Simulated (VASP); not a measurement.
# W (R-3m) in VASP: notebook

Runs on W. Level: r2SCAN. Tasks: single point.

All numbers are computed with VASP 6.6.1; they aren't measurements. Logs are shortened: lines on timing, memory, paths and dates and some standing lists are left out, and cuts for length are marked.

## (1) The cell of the first run

Symmetry: R-3m, No. 166, trigonal system. Conventional cell: a = 2.702 Å, b = 2.702 Å, c = 7.941 Å, α = 90.00°, β = 90.00°, γ = 120.00°. Within 3.6 Å of W (site symmetry -3m) lie 12 W at 2.70 to 3.07 Å.

## (2) Single point, r2SCAN

Input file POSCAR:

```
W
1.0
    0.2547070852      2.1650102238      2.1650102238
    2.1650102238      0.2547070852      2.1650102238
    2.1650102238      2.1650102238      0.2547070852
W
1
Direct
    0.0000000000      0.0000000000      0.0000000000
```

Input file INCAR.step1:

```
SYSTEM = W
ALGO = Normal
EDIFF = 1E-4
ENCUT = 520
GGA = PE
ISMEAR = 0
LASPH = .TRUE.
LCHARG = .FALSE.
LREAL = .FALSE.
LWAVE = .TRUE.
NBANDS = 13
NELM = 100
PREC = Accurate
SIGMA = 0.15
```

Input file INCAR.step2:

```
SYSTEM = W
ALGO = Normal
EDIFF = 1E-6
ENCUT = 520
ISIF = 2
ISMEAR = 0
ISTART = 1
LASPH = .TRUE.
LCHARG = .FALSE.
LMIXTAU = .TRUE.
LREAL = .FALSE.
LWAVE = .FALSE.
METAGGA = R2SCAN
NBANDS = 13
NELM = 100
PREC = Accurate
SIGMA = 0.15
```

Input file KPOINTS:

```
k-points
0
G
  22 22 22
  0 0 0
```

Potentials or basis: VASP PAW PBE potentials, release 64 (W_sv).

On the command line:

```
$ cat potpaw_PBE.64/W_sv/POTCAR > POTCAR
$ cp INCAR.step1 INCAR
$ mpirun -np 1 vasp_std > vasp.out
$ cp INCAR.step2 INCAR
$ mpirun -np 1 vasp_std > vasp.out
```

OUTCAR:

```text
SYSTEM = W
   EDIFF = 1E-6
   ENCUT = 520
   ISIF = 2
   ISMEAR = 0
   ISTART = 1
   LASPH = .TRUE.
   LREAL = .FALSE.
   METAGGA = R2SCAN
   NELM = 100
   PREC = Accurate

 ion  position               nearest neighbor table
   1  0.000  0.000  0.000-

  LATTYP: Found a trigonal (rhomboedric) cell.
 ALAT       =     3.0723629730
 COS(alpha) =     0.6134020619

  Lattice vectors:

 A1 = (   0.2547070852,   2.1650102238,   2.1650102238)
 A2 = (   2.1650102238,   0.2547070852,   2.1650102238)
 A3 = (   2.1650102238,   2.1650102238,   0.2547070852)

Analysis of symmetry for initial positions (statically):
=====================================================================
 Subroutine PRICEL returns:
 Original cell was already a primitive cell.

 Routine SETGRP: Setting up the symmetry group for a
 trigonal (rhombohedral) supercell.

 Subroutine GETGRP returns: Found 12 space group operations
 (whereof 12 operations were pure point group operations)
 out of a pool of 12 trial point group operations.

The static configuration has the point symmetry D_3d.

Analysis of symmetry for dynamics (positions and initial velocities):
=====================================================================
 Subroutine PRICEL returns:
 Original cell was already a primitive cell.

 Routine SETGRP: Setting up the symmetry group for a
 trigonal (rhombohedral) supercell.

 Subroutine GETGRP returns: Found 12 space group operations
 (whereof 12 operations were pure point group operations)
 out of a pool of 12 trial point group operations.

The dynamic configuration has the point symmetry D_3d.

 Subroutine INISYM returns: Found 12 space group operations
 (whereof 12 operations are pure point group operations),
 and found     1 'primitive' translations

----------------------------------------------------------------------------------------

                                     Primitive cell

  volume of cell :      16.7309

  direct lattice vectors                    reciprocal lattice vectors
     0.254707085  2.165010224  2.165010224    -0.276279595  0.247197533  0.247197533
     2.165010224  0.254707085  2.165010224     0.247197533 -0.276279595  0.247197533
     2.165010224  2.165010224  0.254707085     0.247197533  0.247197533 -0.276279595

  length of vectors
     3.072362973  3.072362973  3.072362973     0.445582377  0.445582377  0.445582377

  position of ions in fractional coordinates (direct lattice)
     0.000000000  0.000000000  0.000000000

  ion indices of the primitive-cell ions
   primitive index   ion index
                 1           1

----------------------------------------------------------------------------------------

 KPOINTS: k-points

Automatic generation of k-mesh.
 Grid dimensions read from file:
 generate k-points for:   22   22   22

 Generating k-lattice:

  Cartesian coordinates                     Fractional coordinates (reciprocal lattice)
    -0.012558163  0.011236251  0.011236251     0.045454545 -0.000000000 -0.000000000
     0.011236251 -0.012558163  0.011236251    -0.000000000  0.045454545 -0.000000000
     0.011236251  0.011236251 -0.012558163    -0.000000000 -0.000000000  0.045454545

  Length of vectors
     0.020253744  0.020253744  0.020253744

  Shift w.r.t. Gamma in fractional coordinates (k-lattice)
     0.000000000  0.000000000  0.000000000

 Subroutine IBZKPT returns following result:
 ===========================================

 Found   1024 irreducible k-points:

 Following reciprocal coordinates:
            Coordinates               Weight
  0.000000  0.000000  0.000000      1.000000
  0.045455  0.000000  0.000000      6.000000
  0.090909  0.000000  0.000000      6.000000
  0.136364  0.000000  0.000000      6.000000
  0.181818 -0.000000 -0.000000      6.000000
  0.227273  0.000000  0.000000      6.000000
[... 16 lines left out ...]
  0.500000  0.045455 -0.000000     12.000000
 -0.454545  0.045455  0.000000     12.000000
 [... further k-points ...]
   k-points           NKPTS =   1024   k-points in BZ     NKDIM =   1024   number of bands    NBANDS=     13
   number of dos      NEDOS =    301   number of ions     NIONS =      1
   total plane-waves  NPLWV =  13824
   dimension x,y,z NGX =    24 NGY =   24 NGZ =   24
   dimension x,y,z NGXF=    48 NGYF=   48 NGZF=   48
   ions per type =               1
   NGX,Y,Z   is equivalent  to a cutoff of  12.99, 12.99, 12.99 a.u.
   NGXF,Y,Z  is equivalent  to a cutoff of  25.97, 25.97, 25.97 a.u.
 SYSTEM =  W
   PREC   = accura    normal or accurate (medium, high low for compatibility)
   ISTART =      1    job   : 0-new  1-cont  2-samecut
   ICHARG =      0    charge: 1-file 2-atom 10-const
   ISPIN  =      1    spin polarized calculation?
   LNONCOLLINEAR =      F non collinear calculations
   LSORBIT =      F    spin-orbit coupling
   LASPH  =      T    aspherical Exc in radial PAW
   ENCUT  =  520.0 eV  38.22 Ry    6.18 a.u.   5.71  5.71  5.71*2*pi/ulx,y,z
   NELM   =    100;   NELMIN=  2; NELMDL=  0     # of ELM steps
   EDIFF  = 0.1E-05   stopping-criterion for ELM
   LREAL  =      F    real-space projection
   EDIFFG = 0.1E-04   stopping-criterion for IOM
   NSW    =      0    number of steps for IOM
   IBRION =     -1    ionic relax: 0-MD 1-quasi-New 2-CG
   NFREE  =      0    steps in history (QN), initial steepest desc. (CG)
   ISIF   =      2    stress and relaxation
   ISYM   =      2    0-nonsym 1-usesym 2-fastsym
   POTIM  = 0.5000    time-step for ionic-motion
   TEBEG  =    0.0;   TEEND  =   0.0 temperature during run
   PSTRESS=    0.0 pullay stress
   NELECT =      14.0000    total number of electrons
   NUPDOWN=      -1.0000    fix difference up-down
   EMIN   =  10.00;   EMAX   =-10.00  energy-range for DOS
   EFERMI =   0.00;   METHOD = LEGACY
   ISMEAR =     0;   SIGMA  =   0.15  broadening in eV -4-tet -1-fermi 0-gaus
   EFERMI_NEDOS =   21; number of points for ismear=-14 and -15
   IALGO  =     38    algorithm
   IMIX   =      4    mixing-type and parameters
     AMIX     =   0.40;   BMIX     =  1.00
     AMIX_MAG =   1.60;   BMIX_MAG =  1.00
  volume/ion in A,a.u.               =      16.73       112.91
  Fermi-wavevector in a.u.,A,eV,Ry     =   1.542688  2.915258 32.380324  2.379887
  Thomas-Fermi vector in A             =   2.648457
   LORBIT       =      0    0 simple, 1 ext, 2 COOP (PROOUT), +10 PAW based schemes
   METAGGA = R2SCAN    functional components
   LHFCALC =     F    Hartree Fock is set to
   AEXX    =    0.0000 exact exchange contribution
   IVDW    =     0    specifies the selected vdW correction
   LEPSILON=     F    determine dielectric tensor
   LRPA    =     F    only Hartree local field effects (RPA)
 non-spin polarized calculation
 Gauss-broadening in eV      SIGMA  =   0.15
  energy-cutoff  :      520.00
  volume of cell :       16.73
 maximum number of plane-waves:       462
   NGX = 11   NGY = 11   NGZ = 11

 number of electron      14.0000002 magnetization

 Free energy of the ion-electron system (eV)
  ---------------------------------------------------
  ext. energy  EPLUGINS =         0.00000000
  ---------------------------------------------------
  free energy    TOTEN  =       -50.68414767 eV

  energy without entropy =      -50.67577524  energy(sigma->0) =      -50.67996146

 E-fermi :  10.3282     XC(G=0): -14.5530

 val. band max:       10.3259068463   @ k =   0.3636   0.3636   0.0455
 cond. band min:      10.3289327229   @ k =   0.3636   0.3636   0.2727
 fundamental gap:      0.0030258766
 Fermi energy:        10.3282295836

 k-point     1 :       0.0000    0.0000    0.0000
  band No.  band energies     occupation
      1     -65.5644      2.00000
      2     -28.8963      2.00000
      3     -28.2447      2.00000
      4     -28.2447      2.00000
      5       0.7542      2.00000
      6       7.4097      2.00000
      7      10.1364      1.92949
      8      10.1364      1.92949
      9      13.4796      0.00000
     10      13.4796      0.00000
     11      22.8403      0.00000
     12      26.6774      0.00000
     13      31.1127      0.00000

 k-point     2 :       0.0455    0.0000    0.0000
  band No.  band energies     occupation
      1     -65.5609      2.00000
      2     -28.8963      2.00000
      3     -28.2796      2.00000
      4     -28.2516      2.00000
      5       0.8594      2.00000
      6       7.4688      2.00000
      7      10.0333      1.99457
      8      10.2235      1.67677
      9      13.3465      0.00000
     10      13.4234      0.00000
     11      23.0831      0.00000
     12      26.8859      0.00000
     13      30.3976      0.00000

 k-point     3 :       0.0909    0.0000    0.0000
  band No.  band energies     occupation
      1     -65.5508      2.00000
      2     -28.8967      2.00000
      3     -28.3807      2.00000
      4     -28.2718      2.00000
      5       1.1669      2.00000
      6       7.6393      2.00000
      7       9.7525      2.00000
      8      10.4803      0.15166
      9      12.9984      0.00000
     10      13.2661      0.00000
     11      23.7318      0.00000
     12      27.4057      0.00000
     13      29.3003      0.00000
[... 305 lines left out ...]
 k-point    23 :       0.5000    0.0455   -0.0000
  band No.  band energies     occupation
      1     -65.3915      2.00000
      2     -29.8343      2.00000
      3     -28.8768      2.00000
      4     -28.5966      2.00000
      5       4.4940      2.00000
      6       7.7074      2.00000
      7      10.7350      0.00013
      8      11.2668      0.00000
      9      13.4858      0.00000
     10      16.8207      0.00000
     11      21.9521      0.00000
     12      23.2237      0.00000
     13      27.2467      0.00000

 k-point    24 :      -0.4545    0.0455    0.0000
  band No.  band energies     occupation
      1     -65.3919      2.00000
      2     -29.8324      2.00000
      3     -28.8733      2.00000
      4     -28.5970      2.00000
      5       4.4944      2.00000
      6       7.7360      2.00000
      7      10.6975      0.00050
      8      11.1118      0.00000
      9      13.5385      0.00000
     10      16.8457      0.00000
     11      21.9612      0.00000
     12      23.3349      0.00000
     13      27.3885      0.00000

 [... further k-points ...]

------------------------ aborting loop because EDIFF is reached ----------------------------------------

  FORCE on cell =-STRESS in cart. coord.  units (eV):
  Direction    XX          YY          ZZ          XY          YZ          ZX
  --------------------------------------------------------------------------------------
  -------------------------------------------------------------------------------------
  Total       -0.0224749     -0.0224749     -0.0224749     -1.3711333     -1.3711333     -1.3711333
  in kB       -2.1522363     -2.1522363     -2.1522363   -131.3022441   -131.3022441   -131.3022441
  external PRESSURE =      -2.1522363 kB  Pullay stress =       0.0000000 kB

 VOLUME and BASIS-vectors are now :
 -----------------------------------------------------------------------------
  energy-cutoff  :      520.00
  volume of cell :       16.73
      direct lattice vectors                 reciprocal lattice vectors
     0.254707085  2.165010224  2.165010224    -0.276279595  0.247197533  0.247197533
     2.165010224  0.254707085  2.165010224     0.247197533 -0.276279595  0.247197533
     2.165010224  2.165010224  0.254707085     0.247197533  0.247197533 -0.276279595

 POSITION                                       TOTAL-FORCE (eV/Angst)
 -----------------------------------------------------------------------------------
      0.00000      0.00000      0.00000        -0.000000      0.000000      0.000000
 -----------------------------------------------------------------------------------
    total drift:                                0.000000     -0.000000      0.000000

  FREE ENERGIE OF THE ION-ELECTRON SYSTEM (eV)
  ---------------------------------------------------
  free  energy   TOTEN  =       -50.6841476728 eV

  energy  without entropy=      -50.6757752382  energy(sigma->0) =      -50.67996146
```

Wall time 8.3 min (1 thread of AMD EPYC 9R45 (Zen 5), shared host); peak memory 0.29 GiB.

Results:

| Property | Result |
| --- | --- |
| Free energy | -50.6841 eV |
| Pressure | -0.2 GPa |
| Band gap on the k mesh | zero (bands 7 and 8 overlap by 3.66 eV) |

Levels at points of the mesh, in eV from the Fermi level:
```csv
k point,band 5,band 6,band 7,band 8,band 9,band 10
"(0.00, 0.00, 0.00)",-9.57,-2.92,-0.19,-0.19,3.15,3.15
"(0.50, 0.00, 0.00)",-5.93,-2.66,0.65,0.95,3.11,6.47
"(0.50, 0.50, 0.00)",-5.87,-4.99,2.87,4.29,4.87,6.64
"(0.50, 0.50, 0.50)",-6.62,-1.50,-0.50,-0.50,4.69,4.69
```

Caveat: the PAW data sets were made with another functional, which shifts forces and pressure a little; spin-orbit coupling is left out, which moves the levels of the heavy elements.

## (3) Single point, r2SCAN

This run uses another cell than the first one, of the same volume but with other edges.

Input file POSCAR:

```
W
1.0
    0.7937550690      2.4946587882      2.4946587882
    2.4946587882      0.7937550690      2.4946587882
    2.4946587882      2.4946587882      0.7937550690
W
1
Direct
    0.0000000000      0.0000000000      0.0000000000
```

Input file INCAR.step1:

```
PREC = Accurate ; ENCUT = 520
ISMEAR = 0 ; SIGMA = 0.15
LREAL = F ; LASPH = T
NELM = 60 ; NBANDS = 13
GGA = PE ; ALGO = Normal
EDIFF = 1E-4 ; LWAVE = T
LCHARG = F
```

Input file INCAR.step2:

```
PREC = Accurate ; ENCUT = 520
EDIFF = 1E-7 ; ISMEAR = 0
SIGMA = 0.15 ; LREAL = F
LASPH = T ; NELM = 60
ALGO = Normal ; ISIF = 2
LWAVE = F ; LCHARG = F
METAGGA = R2SCAN ; LMIXTAU = T
NBANDS = 13 ; ISTART = 1
```

Input file KPOINTS:

```
Automatic mesh
0
Gamma
  22 22 22
```

Potentials or basis: VASP PAW PBE potentials, release 64 (W_sv).

On the command line:

```
$ cat potpaw_PBE.64/W_sv/POTCAR > POTCAR
$ cp INCAR.step1 INCAR
$ mpirun -np 1 vasp_std > vasp.out
$ cp INCAR.step2 INCAR
$ mpirun -np 1 vasp_std > vasp.out
```

OUTCAR:

```text
PREC = Accurate
   ENCUT = 520
   EDIFF = 1E-7
   ISMEAR = 0
   LREAL = F
   LASPH = T
   NELM = 60
   ISIF = 2
   METAGGA = R2SCAN
   ISTART = 1

 ion  position               nearest neighbor table
   1  0.000  0.000  0.000-

  LATTYP: Found a trigonal (rhomboedric) cell.
 ALAT       =     3.6161709098
 COS(alpha) =     0.7787610620

  Lattice vectors:

 A1 = (   0.7937550690,   2.4946587882,   2.4946587882)
[... 563 lines left out ...]
     12      25.7492      0.00000
     13      27.4184      0.00000

 [... further k-points ...]

------------------------ aborting loop because EDIFF is reached ----------------------------------------

  FORCE on cell =-STRESS in cart. coord.  units (eV):
  Direction    XX          YY          ZZ          XY          YZ          ZX
  --------------------------------------------------------------------------------------
  -------------------------------------------------------------------------------------
  Total        7.7298112      7.7298112      7.7298112     -5.6808184     -5.6808184     -5.6808184
  in kB      740.2209301    740.2209301    740.2209301   -544.0056118   -544.0056118   -544.0056118
  external PRESSURE =     740.2209301 kB  Pullay stress =       0.0000000 kB

 VOLUME and BASIS-vectors are now :
 -----------------------------------------------------------------------------
  energy-cutoff  :      520.00
  volume of cell :       16.73
      direct lattice vectors                 reciprocal lattice vectors
     0.793755069  2.494658788  2.494658788    -0.334309017  0.253613737  0.253613737
     2.494658788  0.793755069  2.494658788     0.253613737 -0.334309017  0.253613737
     2.494658788  2.494658788  0.793755069     0.253613737  0.253613737 -0.334309017

 POSITION                                       TOTAL-FORCE (eV/Angst)
 -----------------------------------------------------------------------------------
      0.00000      0.00000      0.00000         0.000000     -0.000000      0.000000
 -----------------------------------------------------------------------------------
    total drift:                               -0.000000      0.000000     -0.000000

  FREE ENERGIE OF THE ION-ELECTRON SYSTEM (eV)
  ---------------------------------------------------
  free  energy   TOTEN  =       -48.1508514873 eV

  energy  without entropy=      -48.1399356231  energy(sigma->0) =      -48.14539356
```

Run time: 17 min. Hardware: 1 thread of AMD EPYC 9R45 (Zen 5), shared host; peak memory 0.32 GiB.

Results:

| Quantity | Value |
| --- | --- |
| Free energy | -48.1509 eV |
| Pressure | 74.0 GPa |
| Band gap on the k mesh | zero (bands 7 and 8 overlap by 4.59 eV) |

Levels at points of the mesh, in eV from the Fermi level:
```csv
k point,band 4,band 5,band 6,band 7,band 8,band 9,band 10,band 11
"(0.00, 0.00, 0.00)",-37.80,-9.53,-5.62,-0.86,-0.86,5.42,5.42,7.21
"(0.50, 0.00, 0.00)",-38.74,-7.73,-4.94,0.49,2.82,3.04,9.95,12.08
"(0.50, 0.50, 0.00)",-38.75,-7.74,-5.88,2.65,3.57,4.18,9.58,9.96
"(0.50, 0.50, 0.50)",-37.80,-8.24,-3.25,-0.90,-0.90,1.22,5.66,5.66
```

Caveat: the cell stands under pressure; the PAW data sets were made with another functional, which shifts forces and pressure a little; spin-orbit coupling is left out, which moves the levels of the heavy elements.

## (4) Single point, r2SCAN

This run uses another cell than the first one, of the same volume but with other edges.

Input file POSCAR:

```
W
1.0
    0.1055245513      2.0841098875      2.0841098875
    2.0841098875      0.1055245513      2.0841098875
    2.0841098875      2.0841098875      0.1055245513
W
1
Direct
    0.0000000000      0.0000000000      0.0000000000
```

Input file INCAR.step1:

```
  ALGO = Normal
  EDIFF = 1E-4
  ENCUT = 520
  GGA = PE
  ISMEAR = 0
  LASPH = T
  LCHARG = F
  LREAL = F
  LWAVE = T
  NBANDS = 13
  NELM = 100
  PREC = Accurate
  SIGMA = 0.15
```

Input file INCAR.step2:

```
  ALGO = Normal
  EDIFF = 1E-6
  ENCUT = 520
  ISIF = 2
  ISMEAR = 0
  ISTART = 1
  LASPH = T
  LCHARG = T
  LELF = T
  LMIXTAU = T
  LREAL = F
  LVHAR = T
  LWAVE = F
  METAGGA = R2SCAN
  NBANDS = 13
  NELM = 100
  PREC = Accurate
  SIGMA = 0.15
```

Input file KPOINTS:

```
k-points
0
Gamma
  22 22 22
```

On the command line:

```
$ cat potpaw_PBE.64/W_sv/POTCAR > POTCAR
$ cp INCAR.step1 INCAR
$ mpirun -np 1 vasp_std > vasp.out
$ cp INCAR.step2 INCAR
$ mpirun -np 1 vasp_std > vasp.out
```

Wall time 9.8 min (1 thread of Intel Xeon 8259CL, shared host); peak memory 0.32 GiB.

It converged, with:

```yaml
Free_energy: -50.8171 eV
Pressure: -6.8 GPa
Band_gap_on_the_k_mesh: zero (bands 7 and 8 overlap by 3.38 eV)
```

Stress tensor (GPa, compression positive):
```
-6.83  0.07  0.07
 0.07 -6.83  0.07
 0.07  0.07 -6.83
```

Levels at points of the mesh, in eV from the Fermi level:
```tsv
k point	band 3	band 4	band 5	band 6	band 7	band 8	band 9	band 10	band 11	band 12
(0.00, 0.00, 0.00)	-38.65	-38.65	-9.50	-1.67	-0.28	-0.28	2.74	2.74	13.15	17.53
(0.50, 0.00, 0.00)	-39.00	-38.87	-5.85	-1.65	-0.15	0.57	4.36	5.65	10.91	12.70
(0.50, 0.50, 0.00)	-39.25	-39.04	-5.70	-4.80	2.81	4.83	5.50	5.99	11.20	12.93
(0.50, 0.50, 0.50)	-38.75	-38.75	-6.14	-0.59	-0.59	-0.51	4.84	4.84	9.31	13.44
```

Caveat: the cell stands under tension; the PAW data sets were made with another functional, which shifts forces and pressure a little; spin-orbit coupling is left out, which moves the levels of the heavy elements.

## (5) Overview

| cell | gap on the mesh (eV) | pressure (GPa) |
| --- | --- | --- |
| a = 3.072 Å, angles 52.2°, 1 atom | none | -0.2 |
| a = 3.616 Å, angles 38.9°, 1 atom | none | 74.0 |
| a = 2.949 Å, angles 56.6°, 1 atom | none | -6.8 |

Alike in all rows: task single point; level r2SCAN; potentials or basis VASP PAW PBE potentials, release 64 (W_sv); no spin polarisation; k mesh 22 × 22 × 22; cutoff (eV) 520; smearing gaussian 0.15 eV.

Caveats: the PAW data sets were made with another functional, which shifts forces and pressure a little; spin-orbit coupling is left out, which moves the levels of the heavy elements; the cell stands under pressure (at least some runs); the cell stands under tension (at least some runs).

Total energies depend on the potentials used, so only differences within one code and one set of settings carry meaning.
